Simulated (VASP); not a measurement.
Wanted: the native input for a VASP 6.6.1 run.

- Task: single point
- Functional: PBE
- Potentials or basis: VASP PAW PBE potentials, release 64 (Ge_d, I)
- Cutoff: 520 eV
- k mesh: 3 × 5 × 5
- Occupations: gaussian, width 0.2 eV
- Spin: no spin polarisation
- Dipole correction: no
- Further INCAR settings: ALGO = Normal; EDIFF = 1e-07; NBANDS = 32

The structure of Ge3I lies in POSCAR:

```
Ge3I
1.0
    4.2329141788      0.0000000000      0.0000000000
    0.0000000000      4.9005369205      2.8045232822
    0.0000000000     -4.9005369205      2.8045232822
Ge I
3 1
Direct
    0.0000000000      0.2403315847      0.9266365972
    0.0000000000      0.9266365972      0.2403315847
    0.5000000000      0.1655158129      0.1655158129
    0.0000000000      0.6169364153      0.6169364153
```

The cell was generated, and may not be a known phase.

The input as run:

INCAR

```
  PREC = Accurate
  ENCUT = 520
  EDIFF = 1E-7
  ISMEAR = 0
  SIGMA = 0.2
  LREAL = F
  LASPH = T
  NELM = 80
  ALGO = Normal
  ISIF = 2
  LWAVE = F
  LCHARG = T
  GGA = PE
  LELF = T
  LVHAR = T
  NBANDS = 32
```

KPOINTS

```
Automatic mesh
0
Gamma
  3 5 5
```

Potentials or basis: VASP PAW PBE potentials, release 64 (Ge_d, I).

Command:

```sh
$ cat potpaw_PBE.64/Ge_d/POTCAR potpaw_PBE.64/I/POTCAR > POTCAR
$ mpirun -np 1 vasp_std > vasp.out
```

It gave:

* Pressure: -0.1 GPa
* Largest force: 0.068 eV/Å
* Band gap on the k mesh: zero (an odd number of electrons rules out a gap without spin polarisation)

Caveat: the k points lie up to 0.49 Å⁻¹ apart, too coarse for converged energies and pressures of a metal; spin-orbit coupling is left out, which moves the levels of the heavy elements; an odd number of electrons without spin polarisation forces a metal; a magnetic or distorted state may lie lower.

It took 81 s on 1 thread of Intel(R) Xeon(R) 6975P-C (Granite Rapids), with other jobs on the host, peak memory 0.24 GiB.
